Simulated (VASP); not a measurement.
A run of VASP 6.6.1 is set up as follows.

INCAR

```
  PREC = Accurate
  ENCUT = 520
  EDIFF = 1E-6
  ISMEAR = 0
  SIGMA = 0.1
  LREAL = False
  LASPH = True
  NELM = 80
  ALGO = Normal
  ISIF = 2
  LWAVE = False
  LCHARG = True
  GGA = PE
  LELF = True
  LVHAR = True
  NBANDS = 23
```

The input KPOINTS:

```
regular mesh
0
Gamma
  6 6 2
```

POSCAR

```
Si4PI
1.0
    4.3467526900      0.0000000000      0.0000000000
   -2.1733763400      3.7643982500      0.0000000000
    0.0000000000      0.0000000000      8.7673771000
Si P I
4 1 1
Direct
    0.0000000000      0.0000000000      0.2439245000
    0.0000000000      0.0000000000      0.7560755000
    0.3333333300      0.6666666700      0.0000000000
    0.6666666700      0.3333333300      0.0000000000
    0.0000000000      0.0000000000      0.5000000000
    0.0000000000      0.0000000000      0.0000000000
```

Potentials or basis: VASP PAW PBE potentials, release 64 (Si, P, I).

The run is started by

```console
$ cat potpaw_PBE.64/Si/POTCAR potpaw_PBE.64/P/POTCAR potpaw_PBE.64/I/POTCAR > POTCAR
$ mpirun -np 1 vasp_std > vasp.out
```

Question: Predict the band gap on the k mesh.

Answer: Zero (bands 14 and 15 overlap by 1.35 eV).

Question: Estimate the pressure.

Answer: 27.8 GPa.

Question: What does it give for the largest force?

Answer: 9.373 eV/Å.

Stress tensor (GPa, compression positive):
```
19.57  0.00  0.00
 0.00 19.57  0.00
 0.00  0.00 44.29
```

Caveat: the cell stands under pressure; spin-orbit coupling is left out, which moves the levels of the heavy elements; forces of over 1 eV/Å act on the atoms, so gaps and moduli don't describe the material at rest.
